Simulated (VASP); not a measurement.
Set up this calculation in VASP 6.6.1, as the native input.

| Quantity | Value |
| --- | --- |
| Task | relaxation of cell and atoms |
| Functional | PBE |
| Potentials or basis | VASP PAW PBE potentials, release 64 (Mo_sv, Se) |
| Cutoff | 500 eV |
| k mesh | 4 × 4 × 4 |
| Occupations | gaussian, width 0.1 eV |
| Spin | no spin polarisation |
| Dipole correction | no |
| Further INCAR settings | ALGO = Normal; EDIFF = 1e-07; IBRION = 2; EDIFFG = -0.04; NSW = 90; ISIF = 3 |

The structure of Mo3Se lies in POSCAR:

```
Mo3Se
1.0
    5.2623253985      0.0000000000      0.0000000000
    0.0000000000      5.2623253985      0.0000000000
    0.0000000000      0.0000000000      5.2623253985
Mo Se
6 2
Direct
    0.0000000000      0.5000000000      0.2500000000
    0.0000000000      0.5000000000      0.7500000000
    0.2500000000      0.0000000000      0.5000000000
    0.7500000000      0.0000000000      0.5000000000
    0.5000000000      0.7500000000      0.0000000000
    0.5000000000      0.2500000000      0.0000000000
    0.0000000000      0.0000000000      0.0000000000
    0.5000000000      0.5000000000      0.5000000000
```

These files were run (other wordings do the same):

INCAR

```
SYSTEM = Mo3Se
ALGO = Normal ; EDIFF = 1E-7
EDIFFG = -0.04 ; ENCUT = 500
GGA = PE ; GGA_COMPAT = .FALSE.
IBRION = 2 ; ISIF = 3
ISMEAR = 0 ; LASPH = .TRUE.
LCHARG = .FALSE. ; LREAL = .FALSE.
LWAVE = .FALSE. ; NELM = 120
NELMIN = 4 ; NSW = 90
PREC = Accurate ; SIGMA = 0.1
```

KPOINTS

```
k-points
0
G
  4 4 4
  0 0 0
```

Potentials or basis: VASP PAW PBE potentials, release 64 (Mo_sv, Se).

Run with:

```bash
$ cat potpaw_PBE.64/Mo_sv/POTCAR potpaw_PBE.64/Se/POTCAR > POTCAR
$ mpirun -np 1 vasp_std > vasp.out
```

It gave:

```json
{"Relaxed volume": "15.66 Å³/atom", "Relaxed cell": "a = 5.003 Å, b = 5.003 Å, c = 5.003 Å, α = 90.00°, β = 90.00°, γ = 90.00°", "Space group after relaxing (to 0.05 Å)": "Pm-3n (No. 223)", "Energy gained by relaxing": "205.5 meV/atom", "Ionic steps": "5", "Pressure after relaxing": "0.0 GPa", "Band gap on the k mesh": "zero (band 48 reaches 13.01 eV, above the bottom of band 49 at 11.83 eV)"}
```

Run time: 8.1 min on 1 thread of Intel(R) Xeon(R) Platinum 8375C CPU @ 2.90GHz (Ice Lake), with other jobs on the host, peak memory 0.28 GiB.
